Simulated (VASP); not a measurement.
# AlN (Cm) in VASP: further runs

Runs on AlN. Level: PBEsol. Tasks: single point.

All numbers are computed with VASP 6.6.1; they aren't measurements. Logs are shortened: lines on timing, memory, paths and dates and some standing lists are left out, and cuts for length are marked.

## (1) The cell of the first run

Symmetry: Cm, No. 8, monoclinic system. The conventional cell has a = 6.190 Å, b = 6.190 Å, c = 4.377 Å, α = 90.00°, β = 90.00°, γ = 90.00°. Al (site symmetry m) has 3 N at 1.70 to 1.83 Å within 2.3 Å. Within 2.5 Å of Al (site symmetry 1) lie 4 N at 1.90 Å. Al (site symmetry m) has 4 N at 1.90 Å within 2.5 Å. Within 2.3 Å of N (site symmetry m) lie 4 Al at 1.70 to 1.90 Å. N (site symmetry 1) has 4 Al at 1.83 to 1.90 Å within 2.4 Å. N (site symmetry m) has 4 Al at 1.90 to 2.45 Å within 2.5 Å.

## (2) Single point, PBEsol (atom 1 (Al) moved by -0.504 Å along [1 1 0] and -0.252 Å along [0 0 1])

Contents of INCAR:

```
  PREC = Accurate
  ENCUT = 520
  EDIFF = 1E-6
  ISMEAR = 0
  SIGMA = 0.05
  LREAL = F
  LASPH = T
  NELM = 60
  ALGO = Normal
  ISIF = 2
  LWAVE = F
  LCHARG = F
  GGA = PS
  NBANDS = 26
```

Contents of KPOINTS:

```
Automatic mesh
0
Gamma
  6 6 6
```

Contents of POSCAR:

```
AlN
1.0
    4.3771405283      0.0000000000      0.0000000000
    0.0000000000     -4.3771405283      0.0000000000
    0.0000000000      0.0000000000     -4.3771405283
Al N
4 4
Direct
   -0.0814188659      0.0575718322     -0.0814188659
    0.5000000000      0.5000000000      0.0000000000
    0.5000000000      0.0000000000      0.5000000000
    0.0000000000      0.5000000000      0.5000000000
    0.7500000000      0.7500000000      0.7500000000
    0.2500000000      0.2500000000      0.7500000000
    0.2500000000      0.7500000000      0.2500000000
    0.7500000000      0.2500000000      0.2500000000
```

Potentials or basis: VASP PAW PBE potentials, release 64 (Al, N).

The run is started by

```sh
cat potpaw_PBE.64/Al/POTCAR potpaw_PBE.64/N/POTCAR > POTCAR
mpirun -np 1 vasp_std > vasp.out
```

OUTCAR:

```text
PREC = Accurate
   ENCUT = 520
   EDIFF = 1E-6
   ISMEAR = 0
   LREAL = F
   LASPH = T
   NELM = 60
   ISIF = 2
   GGA = PS

 ion  position               nearest neighbor table
   1  0.919  0.058  0.919-   5 1.70   6 1.83   8 1.83   7 2.45   3 2.60   2 2.69   4 2.69   2 3.07
                             4 3.07   3 3.15   3 3.15   4 3.22   2 3.22
   2  0.500  0.500  0.000-   5 1.90   6 1.90   7 1.90   8 1.90   1 2.69   1 3.07   3 3.10   4 3.10
                             3 3.10   4 3.10   3 3.10   3 3.10   4 3.10   4 3.10   1 3.22
   3  0.500  0.000  0.500-   5 1.90   6 1.90   7 1.90   8 1.90   1 2.60   2 3.10   4 3.10   2 3.10
                             2 3.10   4 3.10   2 3.10   4 3.10   4 3.10   1 3.15   1 3.15
   4  0.000  0.500  0.500-   5 1.90   6 1.90   7 1.90   8 1.90   1 2.69   1 3.07   2 3.10   3 3.10
                             2 3.10   3 3.10   2 3.10   3 3.10   2 3.10   3 3.10   1 3.22
   5  0.750  0.750  0.750-   1 1.70   2 1.90   3 1.90   4 1.90
   6  0.250  0.250  0.750-   1 1.83   2 1.90   3 1.90   4 1.90
   7  0.250  0.750  0.250-   2 1.90   3 1.90   4 1.90   1 2.45
   8  0.750  0.250  0.250-   1 1.83   2 1.90   3 1.90   4 1.90

  LATTYP: Found a simple cubic cell.
 ALAT       =     4.3771405283

  Lattice vectors:

 A1 = (   4.3771405283,   0.0000000000,   0.0000000000)
 A2 = (   0.0000000000,  -4.3771405283,   0.0000000000)
 A3 = (   0.0000000000,   0.0000000000,  -4.3771405283)

Analysis of symmetry for initial positions (statically):
=====================================================================
 Subroutine PRICEL returns:
 Original cell was already a primitive cell.

 Routine SETGRP: Setting up the symmetry group for a
 simple cubic supercell.

 Subroutine GETGRP returns: Found  2 space group operations
 (whereof  2 operations were pure point group operations)
 out of a pool of 48 trial point group operations.

The static configuration has the point symmetry C_1h.

Analysis of symmetry for dynamics (positions and initial velocities):
=====================================================================
 Subroutine PRICEL returns:
 Original cell was already a primitive cell.

 Routine SETGRP: Setting up the symmetry group for a
 simple cubic supercell.

 Subroutine GETGRP returns: Found  2 space group operations
 (whereof  2 operations were pure point group operations)
 out of a pool of 48 trial point group operations.

The dynamic configuration has the point symmetry C_1h.

 Subroutine INISYM returns: Found  2 space group operations
 (whereof  2 operations are pure point group operations),
 and found     1 'primitive' translations

----------------------------------------------------------------------------------------

                                     Primitive cell

  volume of cell :      83.8632

  direct lattice vectors                    reciprocal lattice vectors
     4.377140528  0.000000000  0.000000000     0.228459652  0.000000000  0.000000000
     0.000000000 -4.377140528  0.000000000     0.000000000 -0.228459652  0.000000000
     0.000000000  0.000000000 -4.377140528     0.000000000  0.000000000 -0.228459652

  length of vectors
     4.377140528  4.377140528  4.377140528     0.228459652  0.228459652  0.228459652

  position of ions in fractional coordinates (direct lattice)
     0.918581134  0.057571832  0.918581134
     0.500000000  0.500000000  0.000000000
     0.500000000  0.000000000  0.500000000
     0.000000000  0.500000000  0.500000000
     0.750000000  0.750000000  0.750000000
     0.250000000  0.250000000  0.750000000
     0.250000000  0.750000000  0.250000000
     0.750000000  0.250000000  0.250000000

  ion indices of the primitive-cell ions
   primitive index   ion index
                 1           1
                 2           2
                 3           3
                 4           4
                 5           5
                 6           6
                 7           7
                 8           8

----------------------------------------------------------------------------------------

 KPOINTS: Automatic mesh

Automatic generation of k-mesh.
 Grid dimensions read from file:
 generate k-points for:    6    6    6

 Generating k-lattice:

  Cartesian coordinates                     Fractional coordinates (reciprocal lattice)
     0.038076609  0.000000000  0.000000000     0.166666667  0.000000000  0.000000000
     0.000000000 -0.038076609  0.000000000     0.000000000  0.166666667  0.000000000
     0.000000000  0.000000000 -0.038076609     0.000000000  0.000000000  0.166666667

  Length of vectors
     0.038076609  0.038076609  0.038076609

  Shift w.r.t. Gamma in fractional coordinates (k-lattice)
     0.000000000  0.000000000  0.000000000

 Subroutine IBZKPT returns following result:
 ===========================================

 Found     68 irreducible k-points:

 Following reciprocal coordinates:
            Coordinates               Weight
[... 92 lines left out ...]
[... 18 lines left out ...]
     25      18.3093      0.00000
     26      18.8576      0.00000

 k-point     2 :       0.1667    0.0000    0.0000
  band No.  band energies     occupation
      1      -9.2821      2.00000
      2      -7.1371      2.00000
      3      -6.9031      2.00000
      4      -5.4832      2.00000
      5       0.6339      2.00000
      6       0.6925      2.00000
[... 18 lines left out ...]
     25      18.2093      0.00000
     26      18.3606      0.00000

 k-point     3 :       0.0000    0.1667    0.0000
  band No.  band energies     occupation
      1      -9.2752      2.00000
      2      -7.2383      2.00000
      3      -6.7947      2.00000
      4      -5.4989      2.00000
      5       0.6435      2.00000
      6       0.7066      2.00000
[... 18 lines left out ...]
     25      18.0454      0.00000
     26      18.4096      0.00000

 k-point     4 :       0.3333    0.0000    0.0000
  band No.  band energies     occupation
      1      -8.9475      2.00000
      2      -7.5262      2.00000
      3      -6.9494      2.00000
      4      -5.5416      2.00000
      5       0.9957      2.00000
      6       1.1183      2.00000
[... 18 lines left out ...]
     25      17.0022      0.00000
     26      17.9922      0.00000

 k-point     5 :       0.0000    0.3333    0.0000
  band No.  band energies     occupation
      1      -8.9044      2.00000
      2      -7.7070      2.00000
      3      -6.7708      2.00000
      4      -5.5864      2.00000
      5       1.0456      2.00000
      6       1.1720      2.00000
[... 18 lines left out ...]
     25      16.8813      0.00000
     26      18.0036      0.00000

 k-point     6 :       0.5000    0.0000    0.0000
  band No.  band energies     occupation
      1      -8.6532      2.00000
      2      -7.8801      2.00000
      3      -6.9467      2.00000
      4      -5.5557      2.00000
      5       1.2895      2.00000
      6       1.4263      2.00000
[... 427 lines left out ...]
 k-point    21 :       0.3333    0.3333    0.0000
  band No.  band energies     occupation
      1      -8.5073      2.00000
      2      -7.6087      2.00000
      3      -7.1940      2.00000
      4      -5.7540      2.00000
      5       0.2618      2.00000
      6       1.5216      2.00000
[... 18 lines left out ...]
     25      16.6382      0.00000
     26      16.8977      0.00000

 k-point    22 :       0.3333    0.0000    0.3333
  band No.  band energies     occupation
      1      -8.5443      2.00000
      2      -7.4221      2.00000
      3      -7.3554      2.00000
      4      -5.7308      2.00000
      5       0.3856      2.00000
      6       1.4648      2.00000
[... 18 lines left out ...]
     25      16.3212      0.00000
     26      16.8532      0.00000

 k-point    23 :      -0.3333    0.3333    0.0000
  band No.  band energies     occupation
      1      -8.5075      2.00000
      2      -7.6190      2.00000
      3      -7.1842      2.00000
      4      -5.7507      2.00000
      5       0.3128      2.00000
      6       1.4912      2.00000
[... 18 lines left out ...]
     25      16.3904      0.00000
     26      16.9636      0.00000

 k-point    24 :      -0.3333    0.0000    0.3333
  band No.  band energies     occupation
      1      -8.5435      2.00000
      2      -7.4198      2.00000
      3      -7.3567      2.00000
      4      -5.7342      2.00000
      5       0.3110      2.00000
      6       1.4537      2.00000
[... 18 lines left out ...]
     25      16.4974      0.00000
     26      16.8805      0.00000

 [... further k-points ...]

------------------------ aborting loop because EDIFF is reached ----------------------------------------

  FORCE on cell =-STRESS in cart. coord.  units (eV):
  Direction    XX          YY          ZZ          XY          YZ          ZX
  --------------------------------------------------------------------------------------
  -------------------------------------------------------------------------------------
  Total        2.0316948      4.5942748      2.0316948     -1.3011985      1.3011985     -0.9222306
  in kB       38.8148197     87.7720170     38.8148197    -24.8589434     24.8589430    -17.6188942
  external PRESSURE =      55.1338855 kB  Pullay stress =       0.0000000 kB

 VOLUME and BASIS-vectors are now :
 -----------------------------------------------------------------------------
  energy-cutoff  :      520.00
  volume of cell :       83.86
      direct lattice vectors                 reciprocal lattice vectors
     4.377140528  0.000000000  0.000000000     0.228459652  0.000000000  0.000000000
     0.000000000 -4.377140528  0.000000000     0.000000000 -0.228459652  0.000000000
     0.000000000  0.000000000 -4.377140528     0.000000000  0.000000000 -0.228459652

 POSITION                                       TOTAL-FORCE (eV/Angst)
 -----------------------------------------------------------------------------------
      4.02076     -0.25200     -4.02076         4.623080      0.776600     -4.623080
      2.18857     -2.18857      0.00000        -1.803475     -1.450719     -1.259638
      2.18857      0.00000     -2.18857        -1.986749      1.020560      1.986749
      0.00000     -2.18857     -2.18857         1.259638     -1.450719      1.803475
      3.28286     -3.28286     -3.28286        -1.588094      1.958541      1.588094
      1.09429     -1.09429     -3.28286         0.052263     -0.446708      0.550559
      1.09429     -3.28286     -1.09429        -0.006103      0.039153      0.006103
      3.28286     -1.09429     -1.09429        -0.550559     -0.446708     -0.052263
 -----------------------------------------------------------------------------------
    total drift:                               -0.000015     -0.000123      0.000015

  FREE ENERGIE OF THE ION-ELECTRON SYSTEM (eV)
  ---------------------------------------------------
  free  energy   TOTEN  =       -60.3134879068 eV

  energy  without entropy=      -60.3133548166  energy(sigma->0) =      -60.31342136
```

Run time: 59 s. Hardware: 1 thread of Intel Xeon 6975P-C (Granite Rapids), shared host; peak memory 0.26 GiB.

Results:

```yaml
Free_energy: -60.3135 eV
Pressure: 5.5 GPa
Largest_force: 6.584 eV/Å
Band_gap_on_the_k_mesh: zero (bands 16 and 17 overlap by 0.08 eV)
```

Forces on the atoms (eV/Å):
```
Al   4.623  0.777 -4.623
Al  -1.803 -1.451 -1.260
Al  -1.987  1.021  1.987
Al   1.260 -1.451  1.803
N   -1.588  1.959  1.588
N    0.052 -0.447  0.551
N   -0.006  0.039  0.006
N   -0.551 -0.447 -0.052
```

Caveat: the cell differs from its parent crystal (atom 1 (Al) moved by -0.504 Å along [1 1 0] and -0.252 Å along [0 0 1]); the cell stands under pressure; semilocal functionals underestimate gaps, so a narrow gap can read as zero; the PAW data sets were made with another functional, which shifts forces and pressure a little.

## (3) Single point, PBEsol (atom 1 (Al) moved by -0.378 Å along [1 1 0] and +0.378 Å along [0 0 1])

Contents of INCAR:

```
SYSTEM = AlN
PREC     = Accurate       ! precision mode
ENCUT    = 520            ! plane-wave cutoff, eV
EDIFF    = 1E-6           ! SCF threshold, eV
ISMEAR   = 0              ! smearing method
SIGMA    = 0.05           ! smearing width, eV
LREAL    = .FALSE.        ! projectors in reciprocal space
LASPH    = .TRUE.         ! aspherical terms in the spheres
NELM     = 60             ! most SCF steps
ALGO     = Normal         ! electronic algorithm
ISIF     = 2              ! what is computed and relaxed
LWAVE    = .FALSE.        ! write WAVECAR
LCHARG   = .FALSE.        ! write CHGCAR
GGA      = PS             ! functional
NBANDS   = 26             ! bands
```

Contents of KPOINTS:

```
regular mesh
0
G
  6 6 6
  0 0 0
```

POSCAR: that of step 2 with these lines changed.

```diff
@@ -8,3 +8,3 @@
 Direct
-   -0.0814188659      0.0575718322     -0.0814188659
+   -0.0610641494     -0.0863577483     -0.0610641494
     0.5000000000      0.5000000000      0.0000000000
```

Potentials or basis: VASP PAW PBE potentials, release 64 (Al, N).

The run is started by

```sh
cat potpaw_PBE.64/Al/POTCAR potpaw_PBE.64/N/POTCAR > POTCAR
mpirun -np 1 vasp_std > vasp.out
```

Wall time 66 s (1 thread of Intel Xeon 6975P-C (Granite Rapids), shared host); peak memory 0.25 GiB.

The run converged. Its results:

- Free energy: -56.6183 eV
- Pressure: 19.4 GPa
- Largest force: 31.880 eV/Å
- Band gap on the k mesh: 1.82 eV (least direct gap 1.91 eV)

Forces in eV/Å, atoms in the order of the input:
```
Al   18.736 -17.728 -18.736
Al   -1.287   1.726  -0.723
Al   -1.150  -1.060   1.150
Al    0.723   1.726   1.287
N   -15.574  13.688  15.574
N    -0.634   0.723   0.074
N    -0.740   0.202   0.740
N    -0.074   0.723   0.634
```

Stress tensor (GPa, compression positive):
```
 22.05 -20.92 -23.56
-20.92  14.05  20.92
-23.56  20.92  22.05
```

Levels at points of the mesh, in eV from the valence-band top:
```csv
k point,band 13,band 14,band 15,band 16,band 17,band 18,band 19,band 20
"(0.00, 0.00, 0.00)",-1.99,-0.61,-0.26,-0.10,1.82,2.06,2.57,4.31
"(0.50, 0.00, 0.00)",-1.96,-1.71,-1.18,-0.80,4.12,4.63,5.14,6.60
"(0.00, 0.50, 0.00)",-2.17,-2.08,-1.06,-0.62,4.40,4.76,4.89,6.58
"(0.50, 0.50, 0.00)",-1.70,-1.43,-0.94,-0.24,6.01,6.27,6.71,7.68
"(0.50, 0.00, 0.50)",-1.87,-1.78,-0.74,-0.09,5.85,6.36,6.75,7.68
"(0.50, 0.50, 0.50)",-0.88,-0.69,-0.21,0.00,5.37,6.38,6.58,6.62
```

Caveat: the cell differs from its parent crystal (atom 1 (Al) moved by -0.378 Å along [1 1 0] and +0.378 Å along [0 0 1]); the cell stands under pressure; the PAW data sets were made with another functional, which shifts forces and pressure a little. A k mesh can miss the band edges.

## (4) Single point, PBEsol (atom 1 (Al) moved by -0.630 Å along [1 1 0] and +0.378 Å along [0 0 1])

Contents of INCAR:

```
ALGO = Normal
EDIFF = 1E-7
ENCUT = 520
GGA = PS
ISIF = 2
ISMEAR = 0
LASPH = True
LCHARG = False
LREAL = False
LWAVE = False
NBANDS = 26
NELM = 60
PREC = Accurate
SIGMA = 0.05
```

Contents of KPOINTS:

```
k-points
0
Gamma
  6 6 6
```

POSCAR: that of step 3 with these lines changed.

```diff
@@ -8,3 +8,3 @@
 Direct
-   -0.0610641494     -0.0863577483     -0.0610641494
+   -0.1017735824     -0.0863577483     -0.1017735824
     0.5000000000      0.5000000000      0.0000000000
```

The run is started by

```sh
cat potpaw_PBE.64/Al/POTCAR potpaw_PBE.64/N/POTCAR > POTCAR
mpirun -np 1 vasp_std > vasp.out
```

Run time: 60 s. Hardware: 1 thread of Intel Xeon 6975P-C (Granite Rapids), shared host; peak memory 0.27 GiB.

It converged, with:

```
Free energy            : -46.0391 eV
Pressure               : 46.6 GPa
Largest force          : 75.544 eV/Å
Band gap on the k mesh : 1.48 eV (least direct gap 1.67 eV)
```

Forces on the atoms (eV/Å):
```
Al   42.457 -45.845 -42.457
Al   -1.930   1.713  -1.085
Al   -2.128  -0.897   2.128
Al    1.085   1.713   1.930
N   -37.800  41.567  37.800
N    -0.785   0.762   0.261
N    -0.637   0.224   0.637
N    -0.261   0.762   0.785
```

Stress tensor (GPa, compression positive):
```
 42.83 -50.72 -46.81
-50.72  54.02  50.72
-46.81  50.72  42.83
```

Levels at points of the mesh, in eV from the valence-band top:
```
           k point  band 12  band 13  band 14  band 15  band 16  band 17  band 18  band 19  band 20  band 21
(0.00, 0.00, 0.00)    -2.09    -2.08    -0.75    -0.29    -0.19     1.48     1.79     1.88     4.36     6.96
(0.50, 0.00, 0.00)    -2.73    -2.44    -1.87    -1.20    -0.67     3.69     4.27     4.62     6.58     8.00
(0.00, 0.50, 0.00)    -2.63    -2.31    -1.72    -1.25    -0.77     3.44     4.35     4.69     6.59     8.06
(0.50, 0.50, 0.00)    -2.40    -2.34    -1.59    -0.98    -0.13     5.10     5.94     6.13     7.12     7.45
(0.50, 0.00, 0.50)    -2.30    -2.23    -1.44    -1.09    -0.21     5.30     5.83     6.07     7.09     7.53
(0.50, 0.50, 0.50)    -1.06    -0.97    -0.90    -0.11     0.00     4.38     6.05     6.20     6.31     7.61
```

Caveat: the cell differs from its parent crystal (atom 1 (Al) moved by -0.630 Å along [1 1 0] and +0.378 Å along [0 0 1]); atoms lie so close that the PAW spheres overlap strongly, which falsifies energies and pressures; the cell stands under pressure; the PAW data sets were made with another functional, which shifts forces and pressure a little.

## (5) Overview

| cell | gap on the mesh (eV) | pressure (GPa) | largest force (eV/Å) |
| --- | --- | --- | --- |
| as given, atomic positions A | none | 5.5 | 6.58 |
| as given, atomic positions B | 1.82 | 19.4 | 31.88 |
| as given, atomic positions C | 1.48 | 46.6 | 75.54 |

Alike in all rows: task single point; level PBEsol; potentials or basis VASP PAW PBE potentials, release 64 (Al, N); no spin polarisation; k mesh 6 × 6 × 6; cutoff (eV) 520; smearing gaussian 0.05 eV.

Caveats: the cell stands under pressure; the PAW data sets were made with another functional, which shifts forces and pressure a little; semilocal functionals underestimate gaps, so a narrow gap can read as zero (at least some runs); atoms lie so close that the PAW spheres overlap strongly, which falsifies energies and pressures (at least some runs).

Total energies depend on the potentials used, so only differences within one code and one set of settings carry meaning.
